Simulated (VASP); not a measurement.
# ZnS (P6_3mc) in VASP: relaxation of the atoms with PBE

Aim: the relaxation of the atoms of ZnS with PBE.

Program: VASP 6.6.1. These are calculated values, not measurements. Logs are shortened: lines on timing, memory, paths and dates and some standing lists are left out, and cuts for length are marked.

**1. The cell of the first run**

Symmetry: P6_3mc, No. 186, hexagonal system. The conventional cell has a = 3.806 Å, b = 3.806 Å, c = 6.238 Å, α = 90.00°, β = 90.00°, γ = 120.00°. Zn (site symmetry 3m) has 4 S at 2.33 to 2.34 Å within 3.1 Å. S (site symmetry 3m) has 4 Zn at 2.33 to 2.34 Å within 3.1 Å.

**2. Relaxation of the atoms, PBE**

Contents of INCAR:

```
SYSTEM = ZnS
ALGO = Normal ; EDIFF = 1E-6
EDIFFG = -0.02 ; ENCUT = 520
GGA = PE ; IBRION = 2
ISIF = 2 ; ISMEAR = -1
LASPH = .TRUE. ; LCHARG = .FALSE.
LREAL = .FALSE. ; LWAVE = .FALSE.
NELM = 80 ; NSW = 80
PREC = Accurate ; SIGMA = 0.01
```

Contents of KPOINTS:

```
k-points
0
G
  10 10 6
  0 0 0
```

Contents of POSCAR:

```
ZnS
1.0
    3.8057964671      0.0000000000      0.0000000000
   -1.9028982335      3.2959164221      0.0000000000
    0.0000000000      0.0000000000      6.2379816300
Zn S
2 2
Direct
    0.3333333333      0.6666666667      0.0001396800
    0.6666666667      0.3333333333      0.5001396800
    0.3333333333      0.6666666667      0.3748603200
    0.6666666667      0.3333333333      0.8748603200
```

Potentials or basis: VASP PAW PBE potentials, release 64 (Zn, S).

On the command line:

```bash
$ cat potpaw_PBE.64/Zn/POTCAR potpaw_PBE.64/S/POTCAR > POTCAR
$ mpirun -np 1 vasp_std > vasp.out
```

OUTCAR:

```text
SYSTEM = ZnS
   EDIFF = 1E-6
   EDIFFG = -0.02
   ENCUT = 520
   GGA = PE
   IBRION = 2
   ISIF = 2
   ISMEAR = -1
   LASPH = .TRUE.
   LREAL = .FALSE.
   NELM = 80
   NSW = 80
   PREC = Accurate

 ion  position               nearest neighbor table
   1  0.333  0.667  0.000-   4 2.33   4 2.33   4 2.33   3 2.34
   2  0.667  0.333  0.500-   3 2.33   3 2.33   3 2.33   4 2.34
   3  0.333  0.667  0.375-   2 2.33   2 2.33   2 2.33   1 2.34
   4  0.667  0.333  0.875-   1 2.33   1 2.33   1 2.33   2 2.34

  LATTYP: Found a hexagonal cell.
 ALAT       =     3.8057964671
 C/A-ratio  =     1.6390738927

  Lattice vectors:

 A1 = (   3.8057964671,   0.0000000000,   0.0000000000)
 A2 = (  -1.9028982335,   3.2959164221,   0.0000000000)
 A3 = (   0.0000000000,   0.0000000000,   6.2379816300)

Analysis of symmetry for initial positions (statically):
=====================================================================
 Subroutine PRICEL returns:
 Original cell was already a primitive cell.

 Routine SETGRP: Setting up the symmetry group for a
 hexagonal supercell.

 Subroutine GETGRP returns: Found 12 space group operations
 (whereof  6 operations were pure point group operations)
 out of a pool of 24 trial point group operations.

The static configuration has the point symmetry C_3v.
 The point group associated with its full space group is C_6v.

Analysis of symmetry for dynamics (positions and initial velocities):
=====================================================================
 Subroutine PRICEL returns:
 Original cell was already a primitive cell.

 Routine SETGRP: Setting up the symmetry group for a
 hexagonal supercell.

 Subroutine GETGRP returns: Found 12 space group operations
 (whereof  6 operations were pure point group operations)
 out of a pool of 24 trial point group operations.

The dynamic configuration has the point symmetry C_3v.
 The point group associated with its full space group is C_6v.

 Subroutine INISYM returns: Found 12 space group operations
 (whereof  6 operations are pure point group operations),
 and found     1 'primitive' translations

----------------------------------------------------------------------------------------

                                     Primitive cell

  volume of cell :      78.2467

  direct lattice vectors                    reciprocal lattice vectors
     3.805796467  0.000000000  0.000000000     0.262757089  0.151702876  0.000000000
    -1.902898233  3.295916422  0.000000000     0.000000000  0.303405752  0.000000000
     0.000000000  0.000000000  6.237981630     0.000000000  0.000000000  0.160308263

  length of vectors
     3.805796467  3.805796467  6.237981630     0.303405752  0.303405752  0.160308263

  position of ions in fractional coordinates (direct lattice)
     0.333333333  0.666666667  0.000139680
     0.666666667  0.333333333  0.500139680
     0.333333333  0.666666667  0.374860320
     0.666666667  0.333333333  0.874860320

  ion indices of the primitive-cell ions
   primitive index   ion index
                 1           1
                 2           2
                 3           3
                 4           4

----------------------------------------------------------------------------------------

 KPOINTS: k-points

Automatic generation of k-mesh.
 Grid dimensions read from file:
 generate k-points for:   10   10    6

 Generating k-lattice:

  Cartesian coordinates                     Fractional coordinates (reciprocal lattice)
     0.026275709  0.015170288  0.000000000     0.100000000  0.000000000  0.000000000
     0.000000000  0.030340575  0.000000000     0.000000000  0.100000000  0.000000000
     0.000000000  0.000000000  0.026718044     0.000000000  0.000000000  0.166666667

  Length of vectors
     0.030340575  0.030340575  0.026718044

  Shift w.r.t. Gamma in fractional coordinates (k-lattice)
     0.000000000  0.000000000  0.000000000

 Subroutine IBZKPT returns following result:
 ===========================================

 Found     56 irreducible k-points:

 Following reciprocal coordinates:
            Coordinates               Weight
  0.000000  0.000000  0.000000      1.000000
  0.100000  0.000000  0.000000      6.000000
  0.200000  0.000000  0.000000      6.000000
  0.300000  0.000000  0.000000      6.000000
  0.400000  0.000000  0.000000      6.000000
  0.500000  0.000000  0.000000      3.000000
[... 16 lines left out ...]
  0.300000  0.100000  0.166667     24.000000
  0.400000  0.100000  0.166667     24.000000
 [... further k-points ...]
   k-points           NKPTS =     56   k-points in BZ     NKDIM =     56   number of bands    NBANDS=     22
   number of dos      NEDOS =    301   number of ions     NIONS =      4
   total plane-waves  NPLWV =  37632
   dimension x,y,z NGX =    28 NGY =   28 NGZ =   48
   dimension x,y,z NGXF=    56 NGYF=   56 NGZF=   96
   ions per type =               2   2
   NGX,Y,Z   is equivalent  to a cutoff of  12.23, 12.23, 12.79 a.u.
   NGXF,Y,Z  is equivalent  to a cutoff of  24.46, 24.46, 25.58 a.u.
 SYSTEM =  ZnS
   PREC   = accura    normal or accurate (medium, high low for compatibility)
   ISTART =      0    job   : 0-new  1-cont  2-samecut
   ICHARG =      2    charge: 1-file 2-atom 10-const
   ISPIN  =      1    spin polarized calculation?
   LNONCOLLINEAR =      F non collinear calculations
   LSORBIT =      F    spin-orbit coupling
   LASPH  =      T    aspherical Exc in radial PAW
   ENCUT  =  520.0 eV  38.22 Ry    6.18 a.u.   7.08  7.08 11.60*2*pi/ulx,y,z
   NELM   =     80;   NELMIN=  2; NELMDL= -5     # of ELM steps
   EDIFF  = 0.1E-05   stopping-criterion for ELM
   LREAL  =      F    real-space projection
   EDIFFG = -.2E-01   stopping-criterion for IOM
   NSW    =     80    number of steps for IOM
   IBRION =      2    ionic relax: 0-MD 1-quasi-New 2-CG
   NFREE  =      1    steps in history (QN), initial steepest desc. (CG)
   ISIF   =      2    stress and relaxation
   ISYM   =      2    0-nonsym 1-usesym 2-fastsym
   POTIM  = 0.5000    time-step for ionic-motion
   TEBEG  =    0.0;   TEEND  =   0.0 temperature during run
   PSTRESS=    0.0 pullay stress
   NELECT =      36.0000    total number of electrons
   NUPDOWN=      -1.0000    fix difference up-down
   EMIN   =  10.00;   EMAX   =-10.00  energy-range for DOS
   EFERMI =   0.00;   METHOD = LEGACY
   ISMEAR =    -1;   SIGMA  =   0.01  broadening in eV -4-tet -1-fermi 0-gaus
   EFERMI_NEDOS =   21; number of points for ismear=-14 and -15
   IALGO  =     38    algorithm
   IMIX   =      4    mixing-type and parameters
     AMIX     =   0.40;   BMIX     =  1.00
     AMIX_MAG =   1.60;   BMIX_MAG =  1.00
  volume/ion in A,a.u.               =      19.56       132.01
  Fermi-wavevector in a.u.,A,eV,Ry     =   1.263825  2.388284 21.731966  1.597254
  Thomas-Fermi vector in A             =   2.397162
   LORBIT       =      0    0 simple, 1 ext, 2 COOP (PROOUT), +10 PAW based schemes
   GGA     = PE    functional components
   LHFCALC =     F    Hartree Fock is set to
   AEXX    =    0.0000 exact exchange contribution
   IVDW    =     0    specifies the selected vdW correction
   LEPSILON=     F    determine dielectric tensor
   LRPA    =     F    only Hartree local field effects (RPA)
 conjugate gradient relaxation of ions
 non-spin polarized calculation
  energy-cutoff  :      520.00
  volume of cell :       78.25
 maximum number of plane-waves:      2132
   NGX = 15   NGY = 15   NGZ = 23

 number of electron      35.9999977 magnetization

 Free energy of the ion-electron system (eV)
  ---------------------------------------------------
  ext. energy  EPLUGINS =         0.00000000
  ---------------------------------------------------
  free energy    TOTEN  =       -13.67327344 eV

  energy without entropy =      -13.67327344  energy(sigma->0) =      -13.67327344

 E-fermi :   2.4250     XC(G=0):  -9.6636

 val. band max:        2.2026268295   @ k =   0.0000   0.0000   0.0000
 cond. band min:       4.4283462169   @ k =   0.0000   0.0000   0.0000
 fundamental gap:      2.2257193874
 Fermi energy:         2.4250449012

 k-point     1 :       0.0000    0.0000    0.0000
  band No.  band energies     occupation
      1     -11.0210      2.00000
      2     -10.0740      2.00000
      3      -4.1726      2.00000
      4      -4.1610      2.00000
      5      -4.1610      2.00000
      6      -4.0781      2.00000
[... 14 lines left out ...]
     21       8.5087      0.00000
     22       8.5087      0.00000

 k-point     2 :       0.1000    0.0000    0.0000
  band No.  band energies     occupation
      1     -10.9526      2.00000
      2     -10.0356      2.00000
      3      -4.1706      2.00000
      4      -4.1542      2.00000
      5      -4.1472      2.00000
      6      -4.0712      2.00000
[... 14 lines left out ...]
     21       8.1968      0.00000
     22       8.7066      0.00000

 k-point     3 :       0.2000    0.0000    0.0000
  band No.  band energies     occupation
      1     -10.7610      2.00000
      2      -9.9368      2.00000
      3      -4.1771      2.00000
      4      -4.1244      2.00000
      5      -4.1139      2.00000
      6      -4.0393      2.00000
[... 14 lines left out ...]
     21       8.0280      0.00000
     22       8.9044      0.00000
[... 476 lines left out ...]
 k-point    23 :       0.3000    0.1000    0.1667
  band No.  band energies     occupation
      1     -10.2776      2.00000
      2      -9.8114      2.00000
      3      -4.1504      2.00000
      4      -4.0754      2.00000
      5      -4.0454      2.00000
      6      -3.9328      2.00000
[... 14 lines left out ...]
     21       7.9809      0.00000
     22       8.4357      0.00000

 k-point    24 :       0.4000    0.1000    0.1667
  band No.  band energies     occupation
      1     -10.0694      2.00000
      2      -9.7758      2.00000
      3      -4.1453      2.00000
      4      -4.0488      2.00000
      5      -3.9860      2.00000
      6      -3.8798      2.00000
[... 14 lines left out ...]
     21       7.8095      0.00000
     22       8.6665      0.00000

 [... further k-points ...]

------------------------ aborting loop because EDIFF is reached ----------------------------------------

  FORCE on cell =-STRESS in cart. coord.  units (eV):
  Direction    XX          YY          ZZ          XY          YZ          ZX
  --------------------------------------------------------------------------------------
  -------------------------------------------------------------------------------------
  Total        1.2057321      1.2057321      1.2387154      0.0000000      0.0000000      0.0000000
  in kB       24.6885487     24.6885487     25.3639151      0.0000000      0.0000000      0.0000000
  external PRESSURE =      24.9136708 kB  Pullay stress =       0.0000000 kB

 VOLUME and BASIS-vectors are now :
 -----------------------------------------------------------------------------
  energy-cutoff  :      520.00
  volume of cell :       78.25
      direct lattice vectors                 reciprocal lattice vectors
     3.805796467  0.000000000  0.000000000     0.262757089  0.151702876  0.000000000
    -1.902898233  3.295916422  0.000000000     0.000000000  0.303405752  0.000000000
     0.000000000  0.000000000  6.237981630     0.000000000  0.000000000  0.160308263

 POSITION                                       TOTAL-FORCE (eV/Angst)
 -----------------------------------------------------------------------------------
     -0.00000      2.19728      0.00087         0.000000     -0.000000      0.011092
      1.90290      1.09864      3.11986        -0.000000      0.000000      0.011092
     -0.00000      2.19728      2.33837        -0.000000     -0.000000     -0.011092
      1.90290      1.09864      5.45736        -0.000000     -0.000000     -0.011092
 -----------------------------------------------------------------------------------
    total drift:                               -0.000000     -0.000000      0.000403

  FREE ENERGIE OF THE ION-ELECTRON SYSTEM (eV)
  ---------------------------------------------------
  free  energy   TOTEN  =       -13.6732734388 eV

  energy  without entropy=      -13.6732734388  energy(sigma->0) =      -13.67327344

 reached required accuracy - stopping structural energy minimisation
```

Run time: 72 s. Hardware: 1 thread of Intel Xeon Platinum 8488C (Sapphire Rapids), shared host; peak memory 0.24 GiB.

What came out:

| Quantity | Value |
| --- | --- |
| Free energy | -13.6733 eV |
| Pressure after relaxing | 2.5 GPa |
| Largest force after relaxing | 0.011 eV/Å |
| Band gap on the k mesh | 2.23 eV |

Forces on the atoms (eV/Å):
```
Zn   0.000  0.000  0.011
Zn   0.000  0.000  0.011
S    0.000  0.000 -0.011
S    0.000  0.000 -0.011
```

Final structure:
```cif
data_structure
_symmetry_space_group_name_H-M 'P 1'
_symmetry_Int_Tables_number 1
_cell_length_a 3.8058
_cell_length_b 3.8058
_cell_length_c 6.2380
_cell_angle_alpha 90.000
_cell_angle_beta 90.000
_cell_angle_gamma 120.000
_cell_volume 78.25
loop_
_atom_site_label
_atom_site_type_symbol
_atom_site_fract_x
_atom_site_fract_y
_atom_site_fract_z
_atom_site_occupancy
Zn1 Zn 0.33333 0.66667 0.00014 1
Zn2 Zn 0.66667 0.33333 0.50014 1
S1 S 0.33333 0.66667 0.37486 1
S2 S 0.66667 0.33333 0.87486 1
```

Caveat: the relaxation stopped at its first step, so nothing moved.
